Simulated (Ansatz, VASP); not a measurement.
**Two plane-wave programs on LiF**

The input INCAR:

```
SYSTEM = LiF
PREC = Accurate ; ENCUT = 520
EDIFF = 1E-6 ; ISMEAR = 0
SIGMA = 0.05 ; LREAL = .FALSE.
LASPH = .TRUE. ; NELM = 80
ALGO = Normal ; ISIF = 2
LWAVE = .FALSE. ; LCHARG = .TRUE.
GGA = CA ; LELF = .TRUE.
LVHAR = .TRUE. ; NBANDS = 18
```

Contents of KPOINTS:

```
Automatic mesh
0
G
  9 9 6
  0 0 0
```

Contents of POSCAR:

```
LiF
1.0
    3.0609398175      0.0000000000      0.0000000000
   -1.5304699087      2.6508516414      0.0000000000
    0.0000000000      0.0000000000      4.8073245700
Li F
2 2
Direct
    0.3589628323      0.5966455734      0.3811542600
    0.6922961656      0.2633122401      0.8811542600
    0.3333333333      0.6666666667      0.9938437400
    0.6666666667      0.3333333333      0.4938437400
```

Input for Ansatz:

```yaml
crystal:
  lattice:
    - [3.0609398175, 0.0, 0.0]
    - [-1.5304699087, 2.6508516414, 0.0]
    - [0.0, 0.0, 4.80732457]
  atoms:
    - { symbol: Li, position: [0.3589628323, 0.5966455734, 0.38115426] }
    - { symbol: Li, position: [0.6922961656, 0.2633122401, 0.88115426] }
    - { symbol: F, position: [0.3333333333, 0.6666666667, 0.99384374] }
    - { symbol: F, position: [0.6666666667, 0.3333333333, 0.49384374] }
basis:
  ecutwfc: 420
kpoints:
  mp_grid: { grid: [9, 9, 6] }
hamiltonian:
  xc: lda
scf:
  occupations: { method: gaussian, width: 0.05 }
output:
  forces: true
  stress: true
  eigenvalues: true
```

Change from the starting cell: all Li atoms moved +0.263 Å, as atom 1 along Cartesian [1 -1 0].

Alike in both runs: task single point; functional LDA; k mesh 9 × 9 × 6; occupations gaussian, width 0.05 eV; no spin polarisation.

```csv
,VASP,Ansatz
version,VASP 6.6.1,Ansatz 0.2.0
potentials or method,"VASP PAW LDA potentials, release 64 (Li_sv, F), cutoff 520 eV","scalar-relativistic, plane waves, PAW"
valence electrons in the cell,20,20
```

```tsv
	VASP	Ansatz	Ansatz less VASP
gap on the k mesh at the Fermi level (eV)	7.43	7.45	+0.017
least direct gap on the mesh (eV)	7.43	7.45	+0.017
rms of the force components (eV/Å)	0.821	0.803	-0.0183
```

LDA's correlation is that of Perdew and Zunger in VASP and of Perdew and Wang (1992) in Ansatz. Atom by atom the forces differ by 0.019 eV/Å (rms over components).

Noted on VASP's run: the cutoff is under 1.25 times that of the potentials, so the pressure is a little rough.
